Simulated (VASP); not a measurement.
Runs of VASP 6.6.1 on Au. The structure is that of space group I4/mmm (No. 139), or close to it. The cells are those of the table. 

```tsv
potentials or basis	cell	k mesh	cutoff (eV)	second run	gap on the mesh (eV)	pressure (GPa)
VASP PAW PBE potentials, release 64 (Au)	a = 3.351, b = 3.351, c = 3.103 Å, 2 atoms	12 × 12 × 12	520	-	none	(c)
VASP PAW PBE potentials, release 64 (Au)	a = 3.499, b = 3.205, c = 3.205 Å, 2 atoms	16 × 16 × 16	520	-	none	(a)
VASP PAW PBE potentials, release 64 (Au)	a = 3.103, b = 3.351, c = 3.351 Å, 2 atoms	16 × 16 × 16	520	-	none	5.1
VASP PAW PBE potentials, release 64 (Au)	a = 3.103, b = 3.412, c = 3.412 Å, 2 atoms	16 × 16 × 16	520	-	none	-0.4
VASP PAW PBE potentials, release 64 (Au)	a = 3.413, b = 3.413, c = 3.103 Å, 2 atoms	12 × 12 × 12	520	-	none	-0.6
VASP PAW PBE potentials, release 64 (Au)	a = 3.433, b = 3.433, c = 3.222 Å, 2 atoms	16 × 16 × 16	500	-	none	-6.3
VASP PAW PBE potentials, release 64 (Au)	a = 3.499, b = 3.499, c = 2.959 Å, 2 atoms	16 × 16 × 16	500	-	none	-0.3
VASP PAW PBE potentials, release 64 (Au)	a = 3.169, b = 3.375, c = 3.375 Å, 2 atoms	16 × 16 × 16	520	-	none	-0.3
VASP PAW PBE potentials, release 64 (Au)	a = 3.499, b = 3.499, c = 3.182 Å, 2 atoms	16 × 16 × 16	500	-	none	-8.5
VASP PAW PBE potentials, release 64 (Au_sv_GW)	a = 3.351, b = 3.351, c = 3.103 Å, 2 atoms	12 × 12 × 12	500	valence_matched	none	3.3
VASP PAW PBE potentials, release 64 (Au)	a = 3.103, b = 3.103, c = 3.759 Å, 2 atoms	16 × 16 × 16	500	-	none	(b)
```

Alike in all rows: task single point; level PBE; no spin polarisation; smearing gaussian 0.1 eV.

Fill in the values left out.

(a) 0.1; (b) -0.9; (c) 4.9.

Caveats: spin-orbit coupling is left out, which moves the levels of the heavy elements.

A k mesh can miss the band edges, and the runs leave out spin-orbit coupling on Au.

A gap of «none» marks levels without a gap at the run's occupations.

The runs don't all hold the same shells in valence.
